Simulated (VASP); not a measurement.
Pd, 1 atom in the cell. It takes space group Fm-3m (No. 225, cubic). The conventional cell has a = 3.814 Å, b = 3.814 Å, c = 3.814 Å, α = 90.00°, β = 90.00°, γ = 90.00°. Pd (site symmetry m-3m) has 12 Pd at 2.70 Å within 3.6 Å. 

```yaml
Program: VASP 6.6.1
Task: single point
Functional: revPBE
Potentials_or_basis: VASP PAW PBE potentials, release 64 (Pd)
Cutoff: 520 eV
k_mesh: 12 × 12 × 12
Occupations: fermi-dirac, width 0.05 eV
Spin: no spin polarisation
Dipole_correction: no
Further_INCAR_settings: ALGO = Normal; EDIFF = 1e-07; NBANDS = 11
```

Potentials or basis: VASP PAW PBE potentials, release 64 (Pd).

The run is started by

```bash
$ cat potpaw_PBE.64/Pd/POTCAR > POTCAR
$ mpirun -np 1 vasp_std > vasp.out
```

Hardware: 1 thread of AMD EPYC 7R13 Processor (Zen 3), with other jobs on the host.

Question: How long does it take, and how much memory?

Answer: It took 6.9 s on 1 thread of AMD EPYC 7R13 Processor (Zen 3), on a shared host, peak memory 0.1 GiB. Counts: scf iterations 12, k points 72.
